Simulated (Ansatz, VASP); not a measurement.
# One calculation of TiGe4Mo, two programs

Contents of INCAR:

```
PREC     = Accurate       # precision mode
ENCUT    = 520            # plane-wave cutoff, eV
EDIFF    = 1E-7           # SCF threshold, eV
ISMEAR   = 0              # smearing method
SIGMA    = 0.2            # smearing width, eV
LREAL    = F              # projectors in reciprocal space
LASPH    = T              # aspherical terms in the spheres
NELM     = 60             # most SCF steps
ALGO     = Normal         # electronic algorithm
ISIF     = 2              # what is computed and relaxed
LWAVE    = F              # write WAVECAR
LCHARG   = F              # write CHGCAR
GGA      = PE             # functional
NBANDS   = 94             # bands
```

File KPOINTS:

```
regular mesh
0
Gamma
  4 4 4
```

POSCAR

```
TiGe4Mo
1.0
    2.4740952000     -4.3502483000      0.0000000000
    2.4740952000      0.0000000000      4.4054453000
   -4.9481904000     -4.3502483000      4.4054453000
Ti Ge Mo
2 8 2
Direct
    0.2500000000      0.2500000000      0.7500000000
    0.7500000000      0.7500000000      0.2500000000
    0.8712295000      0.5429235000      0.9570765000
    0.3712295000      0.0429235000      0.4570765000
    0.7614790000      0.0795070000      0.9204930000
    0.2614790000      0.5795070000      0.4204930000
    0.7385210000      0.4204930000      0.5795070000
    0.2385210000      0.9204930000      0.0795070000
    0.3787705000      0.7070765000      0.7929235000
    0.8787705000      0.2070765000      0.2929235000
    0.8750000000      0.8750000000      0.6250000000
    0.3750000000      0.3750000000      0.1250000000
```

Input for Ansatz:

```yaml
crystal:
  lattice:
    - [2.4740952, -4.3502483, 0.0]
    - [2.4740952, 0.0, 4.4054453]
    - [-4.9481904, -4.3502483, 4.4054453]
  atoms:
    - { symbol: Ti, position: [0.25, 0.25, 0.75] }
    - { symbol: Ti, position: [0.75, 0.75, 0.25] }
    - { symbol: Ge, position: [0.8712295, 0.5429235, 0.9570765] }
    - { symbol: Ge, position: [0.3712295, 0.0429235, 0.4570765] }
    - { symbol: Ge, position: [0.761479, 0.079507, 0.920493] }
    - { symbol: Ge, position: [0.261479, 0.579507, 0.420493] }
    - { symbol: Ge, position: [0.738521, 0.420493, 0.579507] }
    - { symbol: Ge, position: [0.238521, 0.920493, 0.079507] }
    - { symbol: Ge, position: [0.3787705, 0.7070765, 0.7929235] }
    - { symbol: Ge, position: [0.8787705, 0.2070765, 0.2929235] }
    - { symbol: Mo, position: [0.875, 0.875, 0.625] }
    - { symbol: Mo, position: [0.375, 0.375, 0.125] }
basis:
  ecutwfc: 420
kpoints:
  mp_grid: { grid: [4, 4, 4] }
hamiltonian:
  xc: pbe
scf:
  occupations: { method: gaussian, width: 0.2 }
  lower_state_search: "off"
output:
  forces: true
  stress: true
  eigenvalues: true
```

Alike in both runs: task single point; functional PBE; k mesh 4 × 4 × 4; occupations gaussian, width 0.2 eV; no spin polarisation.

```csv
,VASP,Ansatz
version,VASP 6.6.1,Ansatz 0.2.0
potentials or method,"VASP PAW PBE potentials, release 64 (Ti_sv, Ge_d, Mo_sv), cutoff 520 eV","scalar-relativistic, plane waves, PAW"
valence electrons in the cell,164,164
```

|  | VASP | Ansatz | Ansatz less VASP |
| --- | --- | --- | --- |
| gap on the k mesh at the Fermi level (eV) | none | none | - |
| pressure (GPa) | 0.2 | 0.0 | -0.18 |
| traceless stress, the component that is largest in VASP (GPa) | 0.28 | 0.25 | -0.030 |
| rms of the force components (eV/Å) | 0.011 | 0.011 | +0.0001 |

Atom by atom the forces differ by 0.001 eV/Å (rms over components). A gap of «none» marks a metal or a gap that the smearing closes. The functional is the same, so the differences come from potentials, cutoffs and numerics.
